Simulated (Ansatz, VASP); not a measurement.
## Si3B4: VASP beside Ansatz

```
Si B
1.0
     5.03253    0.00000    0.00000
    -2.51626    4.35830    0.00000
     0.00000    0.00000    4.41287
Si B
3 4
Direct
  0.00027 0.39407 0.50000
  0.60593 0.60620 0.50000
  0.39380 0.99973 0.50000
  0.33333 0.66667 0.18272
  0.33333 0.66667 0.81728
  0.66667 0.33333 0.00000
  0.00000 0.00000 0.50000
```

Alike in both runs: functional PBE; k mesh 4 × 4 × 3; occupations gaussian, width 0.2 eV; no spin polarisation.

Ansatz relaxed the structure, and its values are those at the end. VASP's run is a single point on that final structure, the one shown.

```csv
,VASP,Ansatz
version,VASP 6.6.1,Ansatz 0.2.0
potentials or method,"VASP PAW PBE potentials, release 64 (Si, B), cutoff 500 eV","scalar-relativistic, plane waves, PAW"
valence electrons in the cell,24,24
```

|  | VASP | Ansatz | Ansatz less VASP |
| --- | --- | --- | --- |
| gap on the k mesh at the Fermi level (eV) | none | none | - |
| pressure (GPa) | -0.1 | -0.1 | +0.02 |
| rms of the force components (eV/Å) | 0.010 | 0.009 | -0.0007 |

A gap of «none» marks a metal or a gap that the smearing closes. With one functional, cell and mesh, what is left measures potentials, basis and numerics.

The k mesh is coarse, so the values compare programs but aren't converged.
